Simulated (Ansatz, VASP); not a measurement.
**One calculation of Ir, two programs**

INCAR

```
SYSTEM = Ir
PREC = Accurate
ENCUT = 500
EDIFF = 1E-6
ISMEAR = -1
SIGMA = 0.1
LREAL = .FALSE.
LASPH = .TRUE.
NELM = 120
ALGO = Normal
ISIF = 2
LWAVE = .FALSE.
LCHARG = .FALSE.
GGA = B5
ALDAX = 1.0
AGGAX = 1.0
AGGAC = 1.0
ALDAC = 0.0
NBANDS = 14
GGA_COMPAT = .FALSE.
```

File KPOINTS:

```
Automatic mesh
0
G
  22 22 22
  0 0 0
```

Contents of POSCAR:

```
Ir
1.0
    0.0000000000      2.0200037829      2.0200037829
    2.0200037829      0.0000000000      2.0200037829
    2.0200037829      2.0200037829      0.0000000000
Ir
1
Direct
    0.0000000000      0.0000000000      0.0000000000
```

Input for Ansatz:

```yaml
crystal:
  lattice:
    - [0.0, 2.0200037829, 2.0200037829]
    - [2.0200037829, 0.0, 2.0200037829]
    - [2.0200037829, 2.0200037829, 0.0]
  atoms:
    - { symbol: Ir, position: [0.0, 0.0, 0.0] }
hamiltonian:
  xc: blyp
  pseudopotentials:
    kind: paw
    azcp:
      Ir: "pseudopotentials/Ir.paw.azcp"
basis:
  ecutwfc: 420
  fft_grid_basis: typed
kpoints:
  mp_grid: { grid: [22, 22, 22], shift: [0, 0, 0] }
magnetization:
  spin_polarized: false
scf:
  occupations: { method: fermi_dirac, width: 0.1 }
output:
  stress: true
```

Alike in both runs: task single point; functional BLYP; k mesh 22 × 22 × 22; occupations fermi-dirac, width 0.1 eV; no spin polarisation.

|  | VASP | Ansatz |
| --- | --- | --- |
| version | VASP 6.6.1 | Ansatz 0.2.0 |
| potentials or method | VASP PAW PBE potentials, release 64 (Ir_sv_GW), cutoff 500 eV | plane waves (420 eV) with PAW, scalar-relativistic |
| valence electrons in the cell | 17 | 17 |

```csv
,VASP,Ansatz,Ansatz less VASP
pressure (GPa),-19.8,-18.3,+1.45
```

VASP's potentials were made for PBE, not for BLYP. With one functional, cell and mesh, what is left measures potentials, basis and numerics.

Neither program's run includes spin-orbit coupling.
